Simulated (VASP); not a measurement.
# CdS in VASP: notebook

Aim: see how the results for CdS move with the level of theory and the settings. Levels: PBE, r2SCAN. Tasks: single point.

Program: VASP 6.6.1. These are calculated values, not measurements. Logs are shortened: lines on timing, memory, paths and dates and some standing lists are left out, and cuts for length are marked.

### 1 The cell of the first run

The structure is tetragonal, space group I-4m2 (No. 119). The conventional cell has a = 4.157 Å, b = 4.157 Å, c = 5.761 Å, α = 90.00°, β = 90.00°, γ = 90.00°. Within 3.3 Å of Cd (site symmetry -4m2) lie 4 S at 2.53 Å. S (site symmetry -4m2) has 4 Cd at 2.53 Å within 3.3 Å.

### 2 Single point, PBE (uniaxial x strain -2.0%)

Input file INCAR:

```
SYSTEM = CdS
PREC = Accurate
ENCUT = 520
EDIFF = 1E-6
ISMEAR = -1
SIGMA = 0.02
LREAL = .False.
LASPH = .True.
NELM = 60
ALGO = Normal
ISIF = 2
LWAVE = .False.
LCHARG = .False.
GGA = PE
NBANDS = 16
```

Input file KPOINTS:

```
regular mesh
0
Gamma
  8 8 8
  0 0 0
```

Input file POSCAR:

```
CdS
1.0
    0.0000000000      2.9392148365      2.9392148365
    2.8804305398      0.0000000000      2.9392148365
    2.8804305398      2.9392148365      0.0000000000
Cd S
1 1
Direct
    0.0000000000      0.0000000000      0.0000000000
    0.2500000000      0.2500000000      0.2500000000
```

Potentials or basis: VASP PAW PBE potentials, release 64 (Cd, S).

Command:

```bash
$ cat potpaw_PBE.64/Cd/POTCAR potpaw_PBE.64/S/POTCAR > POTCAR
$ mpirun -np 1 vasp_std > vasp.out
```

OUTCAR:

```text
SYSTEM = CdS
   PREC = Accurate
   ENCUT = 520
   EDIFF = 1E-6
   ISMEAR = -1
   LREAL = .False.
   LASPH = .True.
   NELM = 60
   ISIF = 2
   GGA = PE

 ion  position               nearest neighbor table
   1  0.000  0.000  0.000-   2 2.53   2 2.53   2 2.53   2 2.53
   2  0.250  0.250  0.250-   1 2.53   1 2.53   1 2.53   1 2.53

  LATTYP: Found a body centered tetragonal cell.
 ALAT       =     4.1566774845
 C/A-ratio  =     1.3859292911

  Lattice vectors:

 A1 = (  -2.8804305398,   0.0000000000,  -2.9392148365)
 A2 = (  -2.8804305398,   0.0000000000,   2.9392148365)
 A3 = (   2.8804305398,   2.9392148365,   0.0000000000)

Analysis of symmetry for initial positions (statically):
=====================================================================
 Subroutine PRICEL returns:
 Original cell was already a primitive cell.

 Routine SETGRP: Setting up the symmetry group for a
 body centered tetragonal supercell.

 Subroutine GETGRP returns: Found  8 space group operations
 (whereof  8 operations were pure point group operations)
 out of a pool of 16 trial point group operations.

The static configuration has the point symmetry D_2d.

Analysis of symmetry for dynamics (positions and initial velocities):
=====================================================================
 Subroutine PRICEL returns:
 Original cell was already a primitive cell.

 Routine SETGRP: Setting up the symmetry group for a
 body centered tetragonal supercell.

 Subroutine GETGRP returns: Found  8 space group operations
 (whereof  8 operations were pure point group operations)
 out of a pool of 16 trial point group operations.

The dynamic configuration has the point symmetry D_2d.

 Subroutine INISYM returns: Found  8 space group operations
 (whereof  8 operations are pure point group operations),
 and found     1 'primitive' translations

----------------------------------------------------------------------------------------

                                     Primitive cell

  volume of cell :      49.7680

  direct lattice vectors                    reciprocal lattice vectors
     0.000000000  2.939214837  2.939214837    -0.173585161  0.170113458  0.170113458
     2.880430540  0.000000000  2.939214837     0.173585161 -0.170113458  0.170113458
     2.880430540  2.939214837  0.000000000     0.173585161  0.170113458 -0.170113458

  length of vectors
     4.156677485  4.115320638  4.115320638     0.296663084  0.296663084  0.296663084

  position of ions in fractional coordinates (direct lattice)
     0.000000000  0.000000000  0.000000000
     0.250000000  0.250000000  0.250000000

  ion indices of the primitive-cell ions
   primitive index   ion index
                 1           1
                 2           2

----------------------------------------------------------------------------------------

 KPOINTS: regular mesh

Automatic generation of k-mesh.
 Grid dimensions read from file:
 generate k-points for:    8    8    8

 Generating k-lattice:

  Cartesian coordinates                     Fractional coordinates (reciprocal lattice)
    -0.021698145  0.021264182  0.021264182     0.125000000  0.000000000  0.000000000
     0.021698145 -0.021264182  0.021264182     0.000000000  0.125000000 -0.000000000
     0.021698145  0.021264182 -0.021264182     0.000000000 -0.000000000  0.125000000

  Length of vectors
     0.037082886  0.037082886  0.037082886

  Shift w.r.t. Gamma in fractional coordinates (k-lattice)
     0.000000000  0.000000000  0.000000000

 Subroutine IBZKPT returns following result:
 ===========================================

 Found     59 irreducible k-points:

 Following reciprocal coordinates:
            Coordinates               Weight
  0.000000  0.000000  0.000000      1.000000
  0.125000  0.000000  0.000000      8.000000
  0.250000  0.000000  0.000000      8.000000
  0.375000  0.000000  0.000000      8.000000
  0.500000  0.000000  0.000000      4.000000
  0.125000  0.125000  0.000000      4.000000
[... 16 lines left out ...]
  0.250000  0.125000  0.125000      4.000000
  0.375000  0.125000  0.125000      8.000000
 [... further k-points ...]
   k-points           NKPTS =     59   k-points in BZ     NKDIM =     59   number of bands    NBANDS=     16
   number of dos      NEDOS =    301   number of ions     NIONS =      2
   total plane-waves  NPLWV =  32768
   dimension x,y,z NGX =    32 NGY =   32 NGZ =   32
   dimension x,y,z NGXF=    64 NGYF=   64 NGZF=   64
   ions per type =               1   1
   NGX,Y,Z   is equivalent  to a cutoff of  12.80, 12.93, 12.93 a.u.
   NGXF,Y,Z  is equivalent  to a cutoff of  25.60, 25.85, 25.85 a.u.
 SYSTEM =  CdS
   PREC   = accura    normal or accurate (medium, high low for compatibility)
   ISTART =      0    job   : 0-new  1-cont  2-samecut
   ICHARG =      2    charge: 1-file 2-atom 10-const
   ISPIN  =      1    spin polarized calculation?
   LNONCOLLINEAR =      F non collinear calculations
   LSORBIT =      F    spin-orbit coupling
   LASPH  =      T    aspherical Exc in radial PAW
   ENCUT  =  520.0 eV  38.22 Ry    6.18 a.u.   7.73  7.65  7.65*2*pi/ulx,y,z
   NELM   =     60;   NELMIN=  2; NELMDL= -5     # of ELM steps
   EDIFF  = 0.1E-05   stopping-criterion for ELM
   LREAL  =      F    real-space projection
   EDIFFG = 0.1E-04   stopping-criterion for IOM
   NSW    =      0    number of steps for IOM
   IBRION =     -1    ionic relax: 0-MD 1-quasi-New 2-CG
   NFREE  =      0    steps in history (QN), initial steepest desc. (CG)
   ISIF   =      2    stress and relaxation
   ISYM   =      2    0-nonsym 1-usesym 2-fastsym
   POTIM  = 0.5000    time-step for ionic-motion
   TEBEG  =    0.0;   TEEND  =   0.0 temperature during run
   PSTRESS=    0.0 pullay stress
   NELECT =      18.0000    total number of electrons
   NUPDOWN=      -1.0000    fix difference up-down
   EMIN   =  10.00;   EMAX   =-10.00  energy-range for DOS
   EFERMI =   0.00;   METHOD = LEGACY
   ISMEAR =    -1;   SIGMA  =   0.02  broadening in eV -4-tet -1-fermi 0-gaus
   EFERMI_NEDOS =   21; number of points for ismear=-14 and -15
   IALGO  =     38    algorithm
   IMIX   =      4    mixing-type and parameters
     AMIX     =   0.40;   BMIX     =  1.00
     AMIX_MAG =   1.60;   BMIX_MAG =  1.00
  volume/ion in A,a.u.               =      24.88       167.93
  Fermi-wavevector in a.u.,A,eV,Ry     =   1.166404  2.204184 18.510701  1.360498
  Thomas-Fermi vector in A             =   2.302918
   LORBIT       =      0    0 simple, 1 ext, 2 COOP (PROOUT), +10 PAW based schemes
   GGA     = PE    functional components
   LHFCALC =     F    Hartree Fock is set to
   AEXX    =    0.0000 exact exchange contribution
   IVDW    =     0    specifies the selected vdW correction
   LEPSILON=     F    determine dielectric tensor
   LRPA    =     F    only Hartree local field effects (RPA)
 non-spin polarized calculation
  energy-cutoff  :      520.00
  volume of cell :       49.77
 maximum number of plane-waves:      1359
   NGX = 15   NGY = 15   NGZ = 15

 number of electron      18.0000005 magnetization

 Free energy of the ion-electron system (eV)
  ---------------------------------------------------
  ext. energy  EPLUGINS =         0.00000000
  ---------------------------------------------------
  free energy    TOTEN  =        -6.12359684 eV

  energy without entropy =       -6.12359684  energy(sigma->0) =       -6.12359684

 E-fermi :   1.7722     XC(G=0):  -9.1357

 val. band max:        1.3257325774   @ k =   0.0000   0.0000   0.0000
 cond. band min:       2.4296440356   @ k =   0.0000   0.0000   0.0000
 fundamental gap:      1.1039114582
 Fermi energy:         1.7721678996

 k-point     1 :       0.0000    0.0000    0.0000
  band No.  band energies     occupation
      1     -11.0623      2.00000
      2      -6.4325      2.00000
      3      -6.4325      2.00000
      4      -6.4207      2.00000
      5      -5.9576      2.00000
      6      -5.9495      2.00000
[... 8 lines left out ...]
     15      12.6909      0.00000
     16      12.9070      0.00000

 k-point     2 :       0.1250    0.0000    0.0000
  band No.  band energies     occupation
      1     -11.0005      2.00000
      2      -6.4104      2.00000
      3      -6.4033      2.00000
      4      -6.3741      2.00000
      5      -5.9578      2.00000
      6      -5.9513      2.00000
[... 8 lines left out ...]
     15      12.2536      0.00000
     16      13.2969      0.00000

 k-point     3 :       0.2500    0.0000    0.0000
  band No.  band energies     occupation
      1     -10.8507      2.00000
      2      -6.3628      2.00000
      3      -6.3534      2.00000
      4      -6.1835      2.00000
      5      -5.9499      2.00000
      6      -5.9482      2.00000
[... 8 lines left out ...]
     15      11.9565      0.00000
     16      12.6402      0.00000

 k-point     4 :       0.3750    0.0000    0.0000
  band No.  band energies     occupation
      1     -10.7010      2.00000
      2      -6.3269      2.00000
      3      -6.3147      2.00000
      4      -5.9331      2.00000
      5      -5.9267      2.00000
      6      -5.8301      2.00000
[... 8 lines left out ...]
     15      12.7871      0.00000
     16      12.8073      0.00000

 k-point     5 :       0.5000    0.0000    0.0000
  band No.  band energies     occupation
      1     -10.6394      2.00000
      2      -6.3161      2.00000
      3      -6.3026      2.00000
      4      -5.9205      2.00000
      5      -5.9118      2.00000
      6      -5.5766      2.00000
[... 8 lines left out ...]
     15      13.7700      0.00000
     16      13.8914      0.00000

 k-point     6 :       0.1250    0.1250    0.0000
  band No.  band energies     occupation
      1     -10.9809      2.00000
      2      -6.3890      2.00000
      3      -6.3889      2.00000
      4      -6.3769      2.00000
      5      -5.9719      2.00000
      6      -5.9393      2.00000
[... 8 lines left out ...]
     15      12.9060      0.00000
     16      13.9042      0.00000

 k-point     7 :       0.2500    0.1250    0.0000
  band No.  band energies     occupation
      1     -10.8613      2.00000
      2      -6.3569      2.00000
      3      -6.3301      2.00000
      4      -6.2468      2.00000
      5      -5.9750      2.00000
      6      -5.9279      2.00000
[... 8 lines left out ...]
     15      12.7616      0.00000
     16      14.0403      0.00000

 k-point     8 :       0.3750    0.1250    0.0000
  band No.  band energies     occupation
      1     -10.7121      2.00000
      2      -6.3197      2.00000
      3      -6.2858      2.00000
      4      -6.0251      2.00000
      5      -5.9167      2.00000
      6      -5.8721      2.00000
[... 8 lines left out ...]
     15      13.2248      0.00000
     16      13.4896      0.00000

 k-point     9 :       0.5000    0.1250    0.0000
  band No.  band energies     occupation
      1     -10.6216      2.00000
      2      -6.3018      2.00000
      3      -6.2712      2.00000
      4      -5.9541      2.00000
      5      -5.9147      2.00000
      6      -5.5686      2.00000
[... 8 lines left out ...]
     15      13.6445      0.00000
     16      13.8529      0.00000
[... 172 lines left out ...]
 k-point    19 :       0.5000    0.3750    0.0000
  band No.  band energies     occupation
      1     -10.5315      2.00000
      2      -6.2128      2.00000
      3      -6.1157      2.00000
      4      -6.0881      2.00000
      5      -5.8823      2.00000
      6      -5.5331      2.00000
[... 8 lines left out ...]
     15      13.9682      0.00000
     16      14.9414      0.00000

 k-point    20 :      -0.3750    0.3750    0.0000
  band No.  band energies     occupation
      1     -10.5230      2.00000
      2      -6.2339      2.00000
      3      -6.1373      2.00000
      4      -6.0390      2.00000
      5      -5.9107      2.00000
      6      -5.3879      2.00000
[... 8 lines left out ...]
     15      13.3208      0.00000
     16      15.5041      0.00000

 k-point    21 :       0.5000    0.5000    0.0000
  band No.  band energies     occupation
      1     -10.5120      2.00000
      2      -6.2125      2.00000
      3      -6.0946      2.00000
      4      -6.0705      2.00000
      5      -5.8686      2.00000
      6      -5.5262      2.00000
[... 8 lines left out ...]
     15      13.6560      0.00000
     16      14.6923      0.00000

 k-point    22 :       0.0000    0.1250    0.1250
  band No.  band energies     occupation
      1     -10.9785      2.00000
      2      -6.3888      2.00000
      3      -6.3888      2.00000
      4      -6.3784      2.00000
      5      -5.9645      2.00000
      6      -5.9440      2.00000
[... 8 lines left out ...]
     15      12.7374      0.00000
     16      13.9927      0.00000

 k-point    23 :       0.2500    0.1250    0.1250
  band No.  band energies     occupation
      1     -10.9108      2.00000
      2      -6.3847      2.00000
      3      -6.3515      2.00000
      4      -6.2890      2.00000
      5      -5.9703      2.00000
      6      -5.9386      2.00000
[... 8 lines left out ...]
     15      12.1750      0.00000
     16      14.3361      0.00000

 k-point    24 :       0.3750    0.1250    0.1250
  band No.  band energies     occupation
      1     -10.7617      2.00000
      2      -6.3330      2.00000
      3      -6.3082      2.00000
      4      -6.0570      2.00000
      5      -5.9661      2.00000
      6      -5.9090      2.00000
[... 8 lines left out ...]
     15      12.8534      0.00000
     16      13.8102      0.00000

 [... further k-points ...]

------------------------ aborting loop because EDIFF is reached ----------------------------------------

  FORCE on cell =-STRESS in cart. coord.  units (eV):
  Direction    XX          YY          ZZ          XY          YZ          ZX
  --------------------------------------------------------------------------------------
  -------------------------------------------------------------------------------------
  Total        0.9933469      0.8957509      0.8957509      0.0000000      0.0000000      0.0000000
  in kB       31.9787480     28.8368453     28.8368453      0.0000000      0.0000000      0.0000000
  external PRESSURE =      29.8841462 kB  Pullay stress =       0.0000000 kB

 VOLUME and BASIS-vectors are now :
 -----------------------------------------------------------------------------
  energy-cutoff  :      520.00
  volume of cell :       49.77
      direct lattice vectors                 reciprocal lattice vectors
     0.000000000  2.939214837  2.939214837    -0.173585161  0.170113458  0.170113458
     2.880430540  0.000000000  2.939214837     0.173585161 -0.170113458  0.170113458
     2.880430540  2.939214837  0.000000000     0.173585161  0.170113458 -0.170113458

 POSITION                                       TOTAL-FORCE (eV/Angst)
 -----------------------------------------------------------------------------------
      0.00000      0.00000      0.00000        -0.000000      0.000000      0.000000
      1.44022      1.46961      1.46961         0.000000     -0.000000     -0.000000
 -----------------------------------------------------------------------------------
    total drift:                               -0.000000     -0.000000     -0.000000

  FREE ENERGIE OF THE ION-ELECTRON SYSTEM (eV)
  ---------------------------------------------------
  free  energy   TOTEN  =        -6.1235968446 eV

  energy  without entropy=       -6.1235968445  energy(sigma->0) =       -6.12359684
```

Wall time 21 s (1 thread of Intel Xeon Platinum 8559C (Emerald Rapids), shared host); peak memory 0.2 GiB.

What came out:

```
Free energy            : -6.1236 eV
Pressure               : 3.0 GPa
Band gap on the k mesh : 1.10 eV, direct
```

Caveat: the cell differs from its parent crystal (uniaxial x strain -2.0%).

### 3 Single point, PBE (strain along [111] +4.0%)

Input file INCAR:

```
SYSTEM = CdS
ALGO = Normal
EDIFF = 1E-7
ENCUT = 520
GGA = PE
ISIF = 2
ISMEAR = -1
LASPH = .TRUE.
LCHARG = .FALSE.
LREAL = .FALSE.
LWAVE = .FALSE.
NBANDS = 16
NELM = 60
PREC = Accurate
SIGMA = 0.02
```

Input file KPOINTS:

```
k-points
0
G
  8 8 8
  0 0 0
```

Input file POSCAR:

```
CdS
1.0
    0.0783790623      3.0175938988      3.0175938988
    3.0175938988      0.0783790623      3.0175938988
    3.0175938988      3.0175938988      0.0783790623
Cd S
1 1
Direct
    0.0024257561      0.0024257561      0.0024257561
    0.2475742439      0.2475742439      0.2475742439
```

Potentials or basis: VASP PAW PBE potentials, release 64 (Cd, S).

Command:

```bash
$ cat potpaw_PBE.64/Cd/POTCAR potpaw_PBE.64/S/POTCAR > POTCAR
$ mpirun -np 1 vasp_std > vasp.out
```

Wall time 34 s (1 thread of Intel Xeon Platinum 8488C (Sapphire Rapids), shared host); peak memory 0.2 GiB.

It converged, with:

```
Free energy            : -6.1378 eV
Pressure               : -0.5 GPa
Largest force          : 0.006 eV/Å
Band gap on the k mesh : 0.94 eV, direct
```

Forces on the atoms (eV/Å):
```
Cd   0.003  0.003  0.003
S   -0.003 -0.003 -0.003
```

Stress tensor (GPa, compression positive):
```
-0.52 -0.71 -0.71
-0.71 -0.52 -0.71
-0.71 -0.71 -0.52
```

Levels at points of the mesh, in eV from the valence-band top:
| k point | band 5 | band 6 | band 7 | band 8 | band 9 | band 10 | band 11 | band 12 | band 13 | band 14 |
| --- | --- | --- | --- | --- | --- | --- | --- | --- | --- | --- |
| (0.00, 0.00, 0.00) | -7.18 | -7.18 | -0.16 | 0.00 | 0.00 | 0.94 | 6.23 | 6.66 | 6.66 | 11.04 |
| (0.50, 0.00, 0.00) | -7.14 | -6.84 | -4.05 | -0.82 | -0.67 | 2.78 | 6.84 | 6.91 | 7.30 | 10.81 |
| (0.50, 0.50, 0.00) | -7.10 | -6.79 | -3.73 | -1.81 | -1.61 | 3.54 | 4.27 | 8.87 | 10.36 | 10.38 |
| (0.50, 0.50, 0.50) | -7.15 | -6.90 | -4.17 | -0.62 | -0.62 | 3.09 | 7.05 | 7.16 | 7.16 | 11.00 |

Caveat: the cell differs from its parent crystal (strain along [111] +4.0%).

### 4 Single point, r2SCAN (epitaxial xy strain -2.5%)

Input file POSCAR:

```
CdS
1.0
    0.0000000000      2.8657344656      3.0438692751
    2.8657344656      0.0000000000      3.0438692751
    2.8657344656      2.8657344656      0.0000000000
Cd S
1 1
Direct
    0.0000000000      0.0000000000      0.0000000000
    0.2500000000      0.2500000000      0.2500000000
```

Input file INCAR.step1:

```
  PREC = Accurate
  ENCUT = 520
  ISMEAR = 0
  SIGMA = 0.01
  LREAL = False
  LASPH = True
  NELM = 80
  NBANDS = 16
  GGA = PE
  ALGO = Normal
  EDIFF = 1E-4
  LWAVE = True
  LCHARG = False
```

Input file INCAR.step2:

```
  PREC = Accurate
  ENCUT = 520
  EDIFF = 1E-7
  ISMEAR = 0
  SIGMA = 0.01
  LREAL = False
  LASPH = True
  NELM = 80
  ALGO = Normal
  ISIF = 2
  LWAVE = False
  LCHARG = False
  METAGGA = R2SCAN
  LMIXTAU = True
  NBANDS = 16
  ISTART = 1
```

Input file KPOINTS:

```
Automatic mesh
0
Gamma
  8 8 8
```

Command:

```bash
$ cat potpaw_PBE.64/Cd/POTCAR potpaw_PBE.64/S/POTCAR > POTCAR
$ cp INCAR.step1 INCAR
$ mpirun -np 1 vasp_std > vasp.out
$ cp INCAR.step2 INCAR
$ mpirun -np 1 vasp_std > vasp.out
```

Wall time 2 min (1 thread of Intel Xeon Platinum 8488C (Sapphire Rapids), shared host); peak memory 0.2 GiB.

The run converged. Its results:

- Free energy: -29.6748 eV
- Pressure: 1.2 GPa
- Band gap on the k mesh: 1.50 eV, direct

Stress tensor (GPa, compression positive):
```
1.58 0.00 0.00
0.00 1.58 0.00
0.00 0.00 0.36
```

Levels at points of the mesh, in eV from the valence-band top:
| k point | band 7 | band 8 | band 9 | band 10 | band 11 | band 12 |
| --- | --- | --- | --- | --- | --- | --- |
| (0.00, 0.00, 0.00) | -0.20 | 0.00 | 0.00 | 1.50 | 7.03 | 7.04 |
| (0.50, 0.00, 0.00) | -4.47 | -0.95 | -0.69 | 3.36 | 7.22 | 7.67 |
| (0.50, 0.50, 0.00) | -4.24 | -1.79 | -1.79 | 3.97 | 5.04 | 9.27 |
| (0.50, 0.00, 0.50) | -3.88 | -2.08 | -1.98 | 3.72 | 4.51 | 9.90 |

Caveat: the cell differs from its parent crystal (epitaxial xy strain -2.5%); the PAW data sets were made with another functional, which shifts forces and pressure a little.

### 5 The runs side by side

| level | cell | smearing | gap on the mesh (eV) | pressure (GPa) |
| --- | --- | --- | --- | --- |
| PBE | a = 4.157, b = 4.115, c = 4.115 Å, angles 60.7, 59.7, 59.7°, 2 atoms | fermi-dirac 0.02 eV | 1.10 | 3.0 |
| PBE | a = 4.268 Å, angles 58.3°, 2 atoms | fermi-dirac 0.02 eV | 0.94 | -0.5 |
| r2SCAN | a = 4.181, b = 4.181, c = 4.053 Å, angles 61.0, 61.0, 58.0°, 2 atoms | gaussian 0.01 eV | 1.50 | 1.2 |

Alike in all rows: task single point; potentials or basis VASP PAW PBE potentials, release 64 (Cd, S); no spin polarisation; k mesh 8 × 8 × 8; cutoff (eV) 520.

Caveats: the PAW data sets were made with another functional, which shifts forces and pressure a little (some runs).

Total energies depend on the potentials used, so only differences within one code and one set of settings carry meaning.
